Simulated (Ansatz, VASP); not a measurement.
# Sn: VASP beside Ansatz

```
CELL_PARAMETERS angstrom
-1.61405 1.61424 2.08079
1.61405 -1.61424 2.08079
1.61405 1.61424 -2.08079
ATOMIC_POSITIONS crystal
Sn 0.00000 0.00000 0.00000
```

Change from the starting cell: strain -0.080 along x and y, -0.040 along z, atoms carried along.

Alike in both runs: task single point; functional PBE; dispersion D3(BJ); k mesh 24 × 24 × 24; occupations gaussian, width 0.15 eV; no spin polarisation.

|  | VASP | Ansatz |
| --- | --- | --- |
| version | VASP 6.6.1 | Ansatz 0.2.0 |
| potentials or method | VASP PAW PBE potentials, release 64 (Sn_d), cutoff 520 eV | scalar-relativistic, plane waves, PAW |
| valence electrons in the cell | 14 | 14 |

```csv
,VASP,Ansatz,Ansatz less VASP
gap on the k mesh at the Fermi level (eV),none,none,-
pressure (GPa),18.1,18.1,+0.03
"traceless stress, the component that is largest in VASP (GPa)",-0.44,-0.44,-0.006
```

A gap of «none» marks a metal or a gap that the smearing closes.
